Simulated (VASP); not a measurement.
# Na2Sb (I4mm) in VASP: single point with PBEsol

Aim: the single point of Na2Sb with PBEsol.

All numbers are computed with VASP 6.6.1; they aren't measurements. Logs are shortened: lines on timing, memory, paths and dates and some standing lists are left out, and cuts for length are marked.

### 1 The cell of the first run

Symmetry: I4mm, No. 107, tetragonal system. The conventional cell has a = 4.551 Å, b = 4.551 Å, c = 15.906 Å, α = 90.00°, β = 90.00°, γ = 90.00°. Sb (site symmetry 4mm) has 9 Na at 3.05 to 3.24 Å within 4.0 Å. Within 4.1 Å of Sb (site symmetry 4mm) lie 9 Na at 3.13 to 3.26 Å. Na (site symmetry 4mm) has 5 Sb at 3.13 to 3.24 Å and 8 Na at 3.39 to 4.16 Å within 4.2 Å. Na (site symmetry 4mm) has 5 Sb at 3.05 to 3.26 Å and 4 Na at 3.61 Å within 4.0 Å. Na (site symmetry 2mm) has 4 Sb at 3.10 to 3.24 Å and 8 Na at 3.22 to 3.61 Å within 4.1 Å.

### 2 Single point, PBEsol

The input, POSCAR:

```
Na2Sb
1.0
    0.0000000000      4.5514810000      0.0000000000
    4.5514810000      0.0000000000      0.0000000000
    2.2757400000      2.2757400000     -7.9529610000
Sb Na
2 4
Direct
    0.1322000000      0.1322000000      0.7356000000
    0.8549000000      0.8549000000      0.2902000000
    0.6580000000      0.6580000000      0.6840000000
    0.3238000000      0.3238000000      0.3524000000
    0.5000000000      0.0000000000      0.0000000000
    0.0000000000      0.5000000000      0.0000000000
```

The input, INCAR.step1:

```
PREC = Accurate ; ENCUT = 520
EDIFF = 1E-6 ; ISMEAR = 1
SIGMA = 0.0125 ; LREAL = F
LASPH = T ; NELM = 80
ALGO = Normal ; ISIF = 2
LWAVE = F ; LCHARG = T
GGA = PS ; NBANDS = 28
```

The input, KPOINTS.step1:

```
regular mesh
0
Gamma
  6 6 6
```

The input, INCAR.step2:

```
PREC = Accurate ; ENCUT = 520
EDIFF = 1E-6 ; ISMEAR = -5
SIGMA = 0.0125 ; LREAL = F
LASPH = T ; NELM = 80
ALGO = Normal ; ISIF = 2
LWAVE = F ; LCHARG = F
GGA = PS ; LORBIT = 10
NBANDS = 28 ; NEDOS = 2001
ICHARG = 11
```

The input, KPOINTS.step2:

```
regular mesh
0
Gamma
  9 9 9
```

Potentials or basis: VASP PAW PBE potentials, release 64 (Sb, Na_pv).

Command:

```console
$ cat potpaw_PBE.64/Sb/POTCAR potpaw_PBE.64/Na_pv/POTCAR > POTCAR
$ cp INCAR.step1 INCAR
$ cp KPOINTS.step1 KPOINTS
$ mpirun -np 1 vasp_std > vasp.out
$ cp INCAR.step2 INCAR
$ cp KPOINTS.step2 KPOINTS
$ mpirun -np 1 vasp_std > vasp.out
```

OUTCAR:

```text
PREC = Accurate
   ENCUT = 520
   EDIFF = 1E-6
   ISMEAR = -5
   LREAL = F
   LASPH = T
   NELM = 80
   ISIF = 2
   GGA = PS
   LORBIT = 10
   ICHARG = 11

 ion  position               nearest neighbor table
   1  0.132  0.132  0.736-   4 3.05   5 3.10   6 3.10   6 3.10   5 3.10   3 3.24   3 3.24   3 3.24
                             3 3.24
   2  0.855  0.855  0.290-   3 3.13   5 3.24   6 3.24   6 3.24   5 3.24   4 3.26   4 3.26   4 3.26
                             4 3.26
   3  0.658  0.658  0.684-   2 3.13   1 3.24   1 3.24   1 3.24   1 3.24
   4  0.324  0.324  0.352-   1 3.05   2 3.26   2 3.26   2 3.26   2 3.26
   5  0.500  0.000  0.000-   1 3.10   1 3.10   2 3.24   2 3.24
   6  0.000  0.500  0.000-   1 3.10   1 3.10   2 3.24   2 3.24

  LATTYP: Found a body centered tetragonal cell.
 ALAT       =     4.5514810000
 C/A-ratio  =     3.4946695372

  Lattice vectors:

 A1 = (  -2.2757400000,   2.2757410000,   7.9529610000)
 A2 = (   2.2757410000,  -2.2757400000,   7.9529610000)
 A3 = (   2.2757400000,   2.2757400000,  -7.9529610000)

Analysis of symmetry for initial positions (statically):
=====================================================================
 Subroutine PRICEL returns:
 Original cell was already a primitive cell.

 Routine SETGRP: Setting up the symmetry group for a
 body centered tetragonal supercell.

 Subroutine GETGRP returns: Found  8 space group operations
 (whereof  8 operations were pure point group operations)
 out of a pool of 16 trial point group operations.

The static configuration has the point symmetry C_4v.

Analysis of symmetry for dynamics (positions and initial velocities):
=====================================================================
 Subroutine PRICEL returns:
 Original cell was already a primitive cell.

 Routine SETGRP: Setting up the symmetry group for a
 body centered tetragonal supercell.

 Subroutine GETGRP returns: Found  8 space group operations
 (whereof  8 operations were pure point group operations)
 out of a pool of 16 trial point group operations.

The dynamic configuration has the point symmetry C_4v.

 Subroutine INISYM returns: Found  8 space group operations
 (whereof  8 operations are pure point group operations),
 and found     1 'primitive' translations

----------------------------------------------------------------------------------------

                                     Primitive cell

  volume of cell :     164.7534

  direct lattice vectors                    reciprocal lattice vectors
     0.000000000  4.551481000  0.000000000     0.000000000  0.219708706  0.062869652
[... 107 lines left out ...]
   NELECT =      38.0000    total number of electrons
   NUPDOWN=      -1.0000    fix difference up-down
   EMIN   =  10.00;   EMAX   =-10.00  energy-range for DOS
   EFERMI =   0.00;   METHOD = LEGACY
   ISMEAR =    -5;   SIGMA  =   0.01  broadening in eV -4-tet -1-fermi 0-gaus
   EFERMI_NEDOS =   21; number of points for ismear=-14 and -15
   IALGO  =     38    algorithm
   IMIX   =      4    mixing-type and parameters
     AMIX     =   0.40;   BMIX     =  1.00
     AMIX_MAG =   1.60;   BMIX_MAG =  1.00
  volume/ion in A,a.u.               =      27.46       185.30
  Fermi-wavevector in a.u.,A,eV,Ry     =   1.003979  1.897245 13.714314  1.007974
  Thomas-Fermi vector in A             =   2.136565
   LORBIT       =     10    0 simple, 1 ext, 2 COOP (PROOUT), +10 PAW based schemes
   GGA     = PS    functional components
   LHFCALC =     F    Hartree Fock is set to
   AEXX    =    0.0000 exact exchange contribution
   IVDW    =     0    specifies the selected vdW correction
   LEPSILON=     F    determine dielectric tensor
   LRPA    =     F    only Hartree local field effects (RPA)
 non-spin polarized calculation
 Fermi weights with tetrahedron method with Bloechl corrections
  energy-cutoff  :      520.00
  volume of cell :      164.75
 maximum number of plane-waves:      4460
 NGX is ok and might be reduce to    36

 number of electron      38.0000006 magnetization

 Free energy of the ion-electron system (eV)
  ---------------------------------------------------
  ext. energy  EPLUGINS =         0.00000000
  ---------------------------------------------------
  free energy    TOTEN  =       -15.57354051 eV

  energy without entropy =      -15.57354051  energy(sigma->0) =      -15.57354051

 E-fermi :   2.4748     XC(G=0):  -8.2633

 val. band max:        2.5774229561   @ k =   0.2222   0.0000   0.0000
 cond. band min:       2.5010180400   @ k =  -0.1111   0.0000   0.3333
 fundamental gap:     -0.0764049161
 Fermi energy:         2.4748366188

 k-point     1 :       0.0000    0.0000    0.0000
  band No.  band energies     occupation
      1     -21.4794      2.00000
      2     -21.4794      2.00000
      3     -21.3644      2.00000
      4     -21.3569      2.00000
      5     -21.3569      2.00000
      6     -21.3398      2.00000
[... 733 lines left out ...]
     27       9.4251      0.00000
     28      10.0375      0.00000

 [... further k-points ...]
[... 5 lines left out ...]
  --------------------------------------------------------------------------------------
  -------------------------------------------------------------------------------------
  Total        1.2435350      1.2435350      2.1021107      0.0000000      0.0000001      0.0000001
  in kB       12.0930058     12.0930058     20.4423981      0.0000000      0.0000013      0.0000013
  external PRESSURE =      14.8761366 kB  Pullay stress =       0.0000000 kB

 VOLUME and BASIS-vectors are now :
 -----------------------------------------------------------------------------
  energy-cutoff  :      520.00
  volume of cell :      164.75
      direct lattice vectors                 reciprocal lattice vectors
     0.000000000  4.551481000  0.000000000     0.000000000  0.219708706  0.062869652
     4.551481000  0.000000000  0.000000000     0.219708706  0.000000000  0.062869652
     2.275740000  2.275740000 -7.952961000     0.000000000  0.000000000 -0.125739332

 POSITION                                       TOTAL-FORCE (eV/Angst)
 -----------------------------------------------------------------------------------
      2.27574      2.27574     -5.85020        -0.000000     -0.000000     -0.130224
      4.55148      4.55148     -2.30795         0.000000      0.000000      0.253346
      4.55148      4.55148     -5.43983         0.000000      0.000000      0.473128
      2.27574      2.27574     -2.80262        -0.000000     -0.000000     -0.274943
      0.00000      2.27574      0.00000        -0.000000     -0.000000     -0.160654
      2.27574      0.00000      0.00000        -0.000000     -0.000000     -0.160654
 -----------------------------------------------------------------------------------
    total drift:                                0.000008      0.000008      0.014564

  FREE ENERGIE OF THE ION-ELECTRON SYSTEM (eV)
  ---------------------------------------------------
  free  energy   TOTEN  =       -15.5735405074 eV

  energy  without entropy=      -15.5735405074  energy(sigma->0) =      -15.57354051

 total charge

# of ion       s       p       d       tot
------------------------------------------
    1        1.170   1.315   0.005   2.490
    2        1.175   1.202   0.004   2.381
    3        0.076   5.989   0.000   6.065
    4        0.074   5.986   0.000   6.060
    5        0.096   5.995   0.000   6.090
    6        0.096   5.995   0.000   6.090
--------------------------------------------------
tot          2.687  26.479   0.010  29.176
```

OUTCAR.step1:

```text
PREC = Accurate
   ENCUT = 520
   EDIFF = 1E-6
   ISMEAR = 1
   LREAL = F
[... 984 lines left out ...]
      4.55148      4.55148     -5.43983         0.000000      0.000000      0.493477
      2.27574      2.27574     -2.80262        -0.000000     -0.000000     -0.154889
      0.00000      2.27574      0.00000        -0.000000     -0.000000     -0.287736
      2.27574      0.00000      0.00000        -0.000000     -0.000000     -0.287736
 -----------------------------------------------------------------------------------
    total drift:                                0.000008      0.000008     -0.000003

  FREE ENERGIE OF THE ION-ELECTRON SYSTEM (eV)
  ---------------------------------------------------
  free  energy   TOTEN  =       -15.5853894002 eV

  energy  without entropy=      -15.5851410725  energy(sigma->0) =      -15.58530662
```

It took 3.7 min on 1 thread of Intel Xeon Platinum 8375C at 2.90GHz (Ice Lake), shared host; peak memory 0.44 GiB.

What came out:

| Quantity | Value |
| --- | --- |
| Valence electrons inside the program's atomic spheres | Sb 2.49, 2.38; Na 6.07, 6.06, 6.09 (each value once) |

Caveat: the PAW data sets were made with another functional, which shifts forces and pressure a little; spin-orbit coupling is left out, which moves the levels of the heavy elements; tetrahedron occupations give inexact forces and stress in metals.
